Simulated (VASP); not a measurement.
# Na12Cl in VASP: single point with PBE

Aim: the single point of Na12Cl with PBE.

All numbers are computed with VASP 6.6.1; they aren't measurements. Logs are shortened: lines on timing, memory, paths and dates and some standing lists are left out, and cuts for length are marked.

### Step 1. The cell of the first run

The cell holds a slab with vacuum, 13 atoms: a = 8.391 Å, b = 8.391 Å, c = 19.695 Å, α = 90.00°, β = 90.00°, γ = 90.00°.

### Step 2. Single point, PBE

Contents of INCAR:

```
ALGO = Normal ; DIPOL = 0.5 0.5 0.327
EDIFF = 1E-7 ; ENCUT = 520
GGA = PE ; IDIPOL = 3
ISIF = 2 ; ISMEAR = 0
LASPH = T ; LCHARG = T
LDIPOL = T ; LELF = T
LREAL = F ; LVACPOTAV = T
LVHAR = T ; LWAVE = F
NBANDS = 58 ; NELM = 100
PREC = Accurate ; SIGMA = 0.1
```

Contents of KPOINTS:

```
k-points
0
Gamma
  3 3 1
```

Contents of POSCAR:

```
Na12Cl
1.0
    8.3906381142      0.0000000000      0.0000000000
    0.0000000000      8.3906381142      0.0000000000
    0.0000000000      0.0000000000     19.6953190567
Na Cl
12 1
Direct
    0.2500000000      0.2500000000      0.2030939427
    0.2500000000      0.7500000000      0.2030939427
    0.7500000000      0.2500000000      0.2030939427
    0.7500000000      0.7500000000      0.2030939427
    0.0000000000      0.0000000000      0.3095994287
    0.0000000000      0.5000000000      0.3095994287
    0.5000000000      0.0000000000      0.3095994287
    0.5000000000      0.5000000000      0.3095994287
    0.2500000000      0.2500000000      0.4161049147
    0.2500000000      0.7500000000      0.4161049147
    0.7500000000      0.2500000000      0.4161049147
    0.7500000000      0.7500000000      0.4161049147
    0.3000000000      0.3000000000      0.5351183574
```

Potentials or basis: VASP PAW PBE potentials, release 64 (Na_pv, Cl).

Run with:

```console
$ cat potpaw_PBE.64/Na_pv/POTCAR potpaw_PBE.64/Cl/POTCAR > POTCAR
$ mpirun -np 1 vasp_std > vasp.out
```

OUTCAR:

```text
EDIFF = 1E-7
   ENCUT = 520
   GGA = PE
   ISIF = 2
   ISMEAR = 0
   LASPH = T
   LREAL = F
   NELM = 100
   PREC = Accurate

 ion  position               nearest neighbor table
   1  0.250  0.250  0.203-
   2  0.250  0.750  0.203-
   3  0.750  0.250  0.203-
   4  0.750  0.750  0.203-
   5  0.000  0.000  0.310-
   6  0.000  0.500  0.310-
   7  0.500  0.000  0.310-
   8  0.500  0.500  0.310-
   9  0.250  0.250  0.416-  13 2.42
  10  0.250  0.750  0.416-
  11  0.750  0.250  0.416-
  12  0.750  0.750  0.416-
  13  0.300  0.300  0.535-   9 2.42

  LATTYP: Found a simple tetragonal cell.
 ALAT       =     8.3906381142
 C/A-ratio  =     2.3472969265

  Lattice vectors:

 A1 = (   8.3906381142,   0.0000000000,   0.0000000000)
 A2 = (   0.0000000000,   8.3906381142,   0.0000000000)
 A3 = (   0.0000000000,   0.0000000000,  19.6953190567)

Analysis of symmetry for initial positions (statically):
=====================================================================
 Subroutine PRICEL returns:
 Original cell was already a primitive cell.

 Routine SETGRP: Setting up the symmetry group for a
 simple tetragonal supercell.

 Subroutine GETGRP returns: Found  2 space group operations
 (whereof  2 operations were pure point group operations)
 out of a pool of 16 trial point group operations.

The static configuration has the point symmetry C_1h.

Analysis of symmetry for dynamics (positions and initial velocities):
=====================================================================
 Subroutine PRICEL returns:
 Original cell was already a primitive cell.

 Routine SETGRP: Setting up the symmetry group for a
 simple tetragonal supercell.

 Subroutine GETGRP returns: Found  2 space group operations
 (whereof  2 operations were pure point group operations)
 out of a pool of 16 trial point group operations.

The dynamic configuration has the point symmetry C_1h.

 Subroutine INISYM returns: Found  2 space group operations
 (whereof  2 operations are pure point group operations),
 and found     1 'primitive' translations

----------------------------------------------------------------------------------------

                                     Primitive cell

  volume of cell :    1386.6058

  direct lattice vectors                    reciprocal lattice vectors
     8.390638114  0.000000000  0.000000000     0.119180447  0.000000000  0.000000000
     0.000000000  8.390638114  0.000000000     0.000000000  0.119180447  0.000000000
     0.000000000  0.000000000 19.695319057     0.000000000  0.000000000  0.050773486

  length of vectors
     8.390638114  8.390638114 19.695319057     0.119180447  0.119180447  0.050773486

  position of ions in fractional coordinates (direct lattice)
     0.250000000  0.250000000  0.203093943
     0.250000000  0.750000000  0.203093943
     0.750000000  0.250000000  0.203093943
     0.750000000  0.750000000  0.203093943
     0.000000000  0.000000000  0.309599429
     0.000000000  0.500000000  0.309599429
     0.500000000  0.000000000  0.309599429
     0.500000000  0.500000000  0.309599429
     0.250000000  0.250000000  0.416104915
     0.250000000  0.750000000  0.416104915
     0.750000000  0.250000000  0.416104915
     0.750000000  0.750000000  0.416104915
     0.300000000  0.300000000  0.535118357

  ion indices of the primitive-cell ions
   primitive index   ion index
                 1           1
                 2           2
                 3           3
                 4           4
                 5           5
                 6           6
                 7           7
                 8           8
                 9           9
                10          10
                11          11
                12          12
                13          13

----------------------------------------------------------------------------------------

 KPOINTS: k-points

Automatic generation of k-mesh.
 Grid dimensions read from file:
 generate k-points for:    3    3    1

 Generating k-lattice:

  Cartesian coordinates                     Fractional coordinates (reciprocal lattice)
     0.039726816  0.000000000  0.000000000     0.333333333  0.000000000  0.000000000
     0.000000000  0.039726816  0.000000000     0.000000000  0.333333333  0.000000000
     0.000000000  0.000000000  0.050773486     0.000000000  0.000000000  1.000000000

  Length of vectors
     0.039726816  0.039726816  0.050773486

  Shift w.r.t. Gamma in fractional coordinates (k-lattice)
     0.000000000  0.000000000  0.000000000

 Subroutine IBZKPT returns following result:
 ===========================================

 Found      4 irreducible k-points:

 Following reciprocal coordinates:
            Coordinates               Weight
  0.000000  0.000000  0.000000      1.000000
  0.333333  0.000000  0.000000      4.000000
  0.333333  0.333333  0.000000      2.000000
 -0.333333  0.333333  0.000000      2.000000
   k-points           NKPTS =      4   k-points in BZ     NKDIM =      4   number of bands    NBANDS=     58
   number of dos      NEDOS =    301   number of ions     NIONS =     13
   total plane-waves  NPLWV = 614400
   dimension x,y,z NGX =    64 NGY =   64 NGZ =  150
   dimension x,y,z NGXF=   128 NGYF=  128 NGZF=  300
   ions per type =              12   1
   NGX,Y,Z   is equivalent  to a cutoff of  12.68, 12.68, 12.66 a.u.
   NGXF,Y,Z  is equivalent  to a cutoff of  25.36, 25.36, 25.32 a.u.
 SYSTEM =  unknown system
   PREC   = accura    normal or accurate (medium, high low for compatibility)
   ISTART =      0    job   : 0-new  1-cont  2-samecut
   ICHARG =      2    charge: 1-file 2-atom 10-const
   ISPIN  =      1    spin polarized calculation?
   LNONCOLLINEAR =      F non collinear calculations
   LSORBIT =      F    spin-orbit coupling
   LASPH  =      T    aspherical Exc in radial PAW
   ENCUT  =  520.0 eV  38.22 Ry    6.18 a.u.  15.60 15.60 36.62*2*pi/ulx,y,z
   NELM   =    100;   NELMIN=  2; NELMDL= -5     # of ELM steps
   EDIFF  = 0.1E-06   stopping-criterion for ELM
   LREAL  =      F    real-space projection
   EDIFFG = 0.1E-05   stopping-criterion for IOM
   NSW    =      0    number of steps for IOM
   IBRION =     -1    ionic relax: 0-MD 1-quasi-New 2-CG
   NFREE  =      0    steps in history (QN), initial steepest desc. (CG)
   ISIF   =      2    stress and relaxation
   ISYM   =      2    0-nonsym 1-usesym 2-fastsym
   POTIM  = 0.5000    time-step for ionic-motion
   TEBEG  =    0.0;   TEEND  =   0.0 temperature during run
   PSTRESS=    0.0 pullay stress
   NELECT =      91.0000    total number of electrons
   NUPDOWN=      -1.0000    fix difference up-down
   EMIN   =  10.00;   EMAX   =-10.00  energy-range for DOS
   EFERMI =   0.00;   METHOD = LEGACY
   ISMEAR =     0;   SIGMA  =   0.10  broadening in eV -4-tet -1-fermi 0-gaus
   EFERMI_NEDOS =   21; number of points for ismear=-14 and -15
   IALGO  =     38    algorithm
   IMIX   =      4    mixing-type and parameters
     AMIX     =   0.40;   BMIX     =  1.00
     AMIX_MAG =   1.60;   BMIX_MAG =  1.00
  volume/ion in A,a.u.               =     106.66       719.79
  Fermi-wavevector in a.u.,A,eV,Ry     =   0.660345  1.247871  5.932897  0.436056
  Thomas-Fermi vector in A             =   1.732764
   LORBIT       =      0    0 simple, 1 ext, 2 COOP (PROOUT), +10 PAW based schemes
   GGA     = PE    functional components
   LHFCALC =     F    Hartree Fock is set to
   AEXX    =    0.0000 exact exchange contribution
   IVDW    =     0    specifies the selected vdW correction
   LEPSILON=     F    determine dielectric tensor
   LRPA    =     F    only Hartree local field effects (RPA)
 non-spin polarized calculation
 Gauss-broadening in eV      SIGMA  =   0.10
  energy-cutoff  :      520.00
  volume of cell :     1386.61
 maximum number of plane-waves:     37361
 NGX is ok and might be reduce to    64
   NGX = 31   NGY = 31   NGZ = 73

 number of electron      91.0000122 magnetization

 dipolmoment           0.000000      0.000000      0.758002 electrons x Angstroem

 Free energy of the ion-electron system (eV)
  ---------------------------------------------------
  ext. energy  EPLUGINS =         0.00000000
  ---------------------------------------------------
  free energy    TOTEN  =       -17.79109365 eV

  energy without entropy =      -17.76733262  energy(sigma->0) =      -17.77921314

 E-fermi :  -2.1802     XC(G=0):  -3.0068

 val. band max:       -2.2505068931   @ k =   0.3333   0.0000   0.0000
 cond. band min:      -2.0608042056   @ k =  -0.3333   0.3333   0.0000
 fundamental gap:      0.1897026876
 Fermi energy:        -2.1801981644

 k-point     1 :       0.0000    0.0000    0.0000
  band No.  band energies     occupation
      1     -27.5833      2.00000
      2     -27.5833      2.00000
      3     -27.5775      2.00000
      4     -27.5775      2.00000
      5     -27.5720      2.00000
      6     -27.5720      2.00000
[... 49 lines left out ...]
     56       0.0820      0.00000
     57       0.4619      0.00000

 k-point     2 :       0.3333    0.0000    0.0000
  band No.  band energies     occupation
      1     -27.5833      2.00000
      2     -27.5833      2.00000
      3     -27.5775      2.00000
      4     -27.5774      2.00000
      5     -27.5720      2.00000
      6     -27.5720      2.00000
[... 49 lines left out ...]
     56       0.3004      0.00000
     57       0.5016      0.00000

 k-point     3 :       0.3333    0.3333    0.0000
  band No.  band energies     occupation
      1     -27.5833      2.00000
      2     -27.5833      2.00000
      3     -27.5774      2.00000
      4     -27.5774      2.00000
      5     -27.5720      2.00000
      6     -27.5720      2.00000
[... 49 lines left out ...]
     56       0.5217      0.00000
     57       0.5795      0.00000

 k-point     4 :      -0.3333    0.3333    0.0000
  band No.  band energies     occupation
      1     -27.5833      2.00000
      2     -27.5833      2.00000
      3     -27.5774      2.00000
      4     -27.5774      2.00000
      5     -27.5720      2.00000
      6     -27.5720      2.00000
[... 49 lines left out ...]
     56       0.5214      0.00000
     57       0.5766      0.00000
 [bands above 57 left out]

------------------------ aborting loop because EDIFF is reached ----------------------------------------

  FORCE on cell =-STRESS in cart. coord.  units (eV):
  Direction    XX          YY          ZZ          XY          YZ          ZX
  --------------------------------------------------------------------------------------
  -------------------------------------------------------------------------------------
  Total       -2.0427902     -2.0427902     -0.1257261      0.0759723      0.3460428      0.3460428
  in kB       -2.3603769     -2.3603769     -0.1452724      0.0877835      0.3998411      0.3998411
  external PRESSURE =      -1.6220087 kB  Pullay stress =       0.0000000 kB

 VOLUME and BASIS-vectors are now :
 -----------------------------------------------------------------------------
  energy-cutoff  :      520.00
  volume of cell :     1386.61
      direct lattice vectors                 reciprocal lattice vectors
     8.390638114  0.000000000  0.000000000     0.119180447  0.000000000  0.000000000
     0.000000000  8.390638114  0.000000000     0.000000000  0.119180447  0.000000000
     0.000000000  0.000000000 19.695319057     0.000000000  0.000000000  0.050773486

 POSITION                                       TOTAL-FORCE (eV/Angst)
 -----------------------------------------------------------------------------------
      2.09766      2.09766      4.00000         0.000724      0.000724      0.047554
      2.09766      6.29298      4.00000        -0.005407     -0.001272      0.045728
      6.29298      2.09766      4.00000        -0.001272     -0.005407      0.045728
      6.29298      6.29298      4.00000         0.005170      0.005170      0.018047
      0.00000      0.00000      6.09766        -0.021834     -0.021834     -0.049214
      0.00000      4.19532      6.09766        -0.028694      0.019555     -0.058312
      4.19532      0.00000      6.09766         0.019555     -0.028694     -0.058312
      4.19532      4.19532      6.09766         0.023173      0.023173     -0.061929
      2.09766      2.09766      8.19532        -0.080062     -0.080062     -0.194069
      2.09766      6.29298      8.19532         0.007845     -0.061327      0.123328
      6.29298      2.09766      8.19532        -0.061327      0.007845      0.123328
      6.29298      6.29298      8.19532         0.002998      0.002998     -0.009922
      2.51719      2.51719     10.53933         0.139133      0.139133      0.028046
 -----------------------------------------------------------------------------------
    total drift:                                0.000015      0.000015      0.002775

  FREE ENERGIE OF THE ION-ELECTRON SYSTEM (eV)
  ---------------------------------------------------
  free  energy   TOTEN  =       -17.7910936504 eV

  energy  without entropy=      -17.7673326247  energy(sigma->0) =      -17.77921314

 vacuum level on the upper side and lower side of the slab         2.475         0.528
```

Wall time 7.8 min (1 thread of Intel Xeon 6975P-C (Granite Rapids), shared host); peak memory 1.1 GiB.

What came out:

```
Free energy            : -17.7911 eV
Largest force          : 0.225 eV/Å
Band gap on the k mesh : zero (an odd number of electrons rules out a gap without spin polarisation)
```

Forces on the atoms (eV/Å):
```
Na   0.001  0.001  0.048
Na  -0.005 -0.001  0.046
Na  -0.001 -0.005  0.046
Na   0.005  0.005  0.018
Na  -0.022 -0.022 -0.049
Na  -0.029  0.020 -0.058
Na   0.020 -0.029 -0.058
Na   0.023  0.023 -0.062
Na  -0.080 -0.080 -0.194
Na   0.008 -0.061  0.123
Na  -0.061  0.008  0.123
Na   0.003  0.003 -0.010
Cl   0.139  0.139  0.028
```

The gap in the log of VASP goes by the Fermi energy; the results here count the filled bands.